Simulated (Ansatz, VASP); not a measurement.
Two plane-wave programs on Mo

File INCAR:

```
SYSTEM = Mo
  ALGO = Normal
  EDIFF = 1E-6
  ENCUT = 520
  GGA = PE
  ISIF = 2
  ISMEAR = 0
  LASPH = .True.
  LCHARG = .False.
  LREAL = .False.
  LWAVE = .False.
  NBANDS = 13
  NELM = 80
  PREC = Accurate
  SIGMA = 0.1
```

File KPOINTS:

```
k-points
0
Gamma
  15 15 15
  0 0 0
```

File POSCAR:

```
Mo
1.0
   -0.1612000000      1.8974046000      1.8974046000
    1.8974046000     -0.1612000000      1.8974046000
    1.8974046000      1.8974046000     -0.1612000000
Mo
1
Direct
    0.0000000000      0.0000000000      0.0000000000
```

Input for Ansatz:

```yaml
crystal:
  lattice:
    - [-0.1612, 1.8974046, 1.8974046]
    - [1.8974046, -0.1612, 1.8974046]
    - [1.8974046, 1.8974046, -0.1612]
  atoms:
    - { symbol: Mo, position: [0.0, 0.0, 0.0] }
basis:
  ecutwfc: 420
kpoints:
  mp_grid: { grid: [15, 15, 15] }
hamiltonian:
  xc: pbe
scf:
  occupations: { method: gaussian, width: 0.1 }
output:
  forces: true
  stress: true
  eigenvalues: true
```

Alike in both runs: task single point; functional PBE; k mesh 15 × 15 × 15; occupations gaussian, width 0.1 eV; no spin polarisation.

|  | VASP | Ansatz |
| --- | --- | --- |
| version | VASP 6.6.1 | Ansatz 0.2.0 |
| potentials or method | VASP PAW PBE potentials, release 64 (Mo_sv), cutoff 520 eV | scalar-relativistic, plane waves, PAW |
| valence electrons in the cell | 14 | 14 |

```csv
,VASP,Ansatz,Ansatz less VASP
gap on the k mesh at the Fermi level (eV),none,none,-
pressure (GPa),13.4,12.8,-0.54
"traceless stress, the component that is largest in VASP (GPa)",-2.35,-2.38,-0.031
```

A gap of «none» marks a metal or a gap that the smearing closes.
